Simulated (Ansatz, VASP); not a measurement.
**CdF2 in VASP and in Ansatz**

Contents of INCAR:

```
ALGO     = Normal         # electronic algorithm
EDIFF    = 1E-7           # SCF threshold, eV
ENCUT    = 520            # plane-wave cutoff, eV
GGA      = PS             # functional
ISIF     = 2              # what is computed and relaxed
ISMEAR   = 0              # smearing method
LASPH    = True           # aspherical terms in the spheres
LCHARG   = False          # write CHGCAR
LREAL    = False          # projectors in reciprocal space
LWAVE    = False          # write WAVECAR
NBANDS   = 20             # bands
NELM     = 60             # most SCF steps
PREC     = Accurate       # precision mode
SIGMA    = 0.05           # smearing width, eV
```

KPOINTS

```
k-points
0
Gamma
  8 8 8
```

The input POSCAR:

```
CdF2
1.0
    0.0000000000      2.5835116028      2.6891772273
    2.5835116028      0.0000000000      2.6891772273
    2.5835116028      2.5835116028      0.0000000000
Cd F
1 2
Direct
    0.0000000000      0.0000000000      0.0000000000
    0.2500000000      0.2500000000      0.2500000000
    0.7500000000      0.7500000000      0.7500000000
```

Input for Ansatz:

```yaml
crystal:
  lattice:
    - [0.0, 2.5835116028, 2.6891772273]
    - [2.5835116028, 0.0, 2.6891772273]
    - [2.5835116028, 2.5835116028, 0.0]
  atoms:
    - { symbol: Cd, position: [0.0, 0.0, 0.0] }
    - { symbol: F, position: [0.25, 0.25, 0.25] }
    - { symbol: F, position: [0.75, 0.75, 0.75] }
basis:
  ecutwfc: 520.0
kpoints:
  mp_grid: { grid: [8, 8, 8] }
hamiltonian:
  xc: pbesol
scf:
  occupations: { method: gaussian, width: 0.05 }
output:
  forces: true
  stress: true
  eigenvalues: true
  write_density: true
  write_potential: true
  elf: true
  volumetric_format: npy
```

Alike in both runs: task single point; functional PBEsol; k mesh 8 × 8 × 8; occupations gaussian, width 0.05 eV; no spin polarisation.

|  | VASP | Ansatz |
| --- | --- | --- |
| version | VASP 6.6.1 | Ansatz 0.2.0 |
| potentials or method | VASP PAW PBE potentials, release 64 (Cd, F), cutoff 520 eV | scalar-relativistic, plane waves, PAW |
| valence electrons in the cell | 26 | 34 |

Ansatz gave:

| Item | Value |
| --- | --- |
| gap on the k mesh at the Fermi level (eV) | 3.19 |
| least direct gap on the mesh (eV) | 3.50 |
| pressure (GPa) | 11.0 |
| traceless stress, the component that is largest in VASP (GPa) | -3.09 |

Q: Which values does VASP return?

A: gap on the k mesh at the Fermi level (eV): 3.15; least direct gap on the mesh (eV): 3.47; pressure (GPa): 12.3; traceless stress, the component that is largest in VASP (GPa): -3.02.

VASP's potentials were made for PBE, not for PBEsol. With one functional, cell and mesh, what is left measures potentials, basis and numerics. VASP's potentials hold 26 valence electrons a cell and Ansatz's 34, so a difference there can come from the potentials and not from the codes.
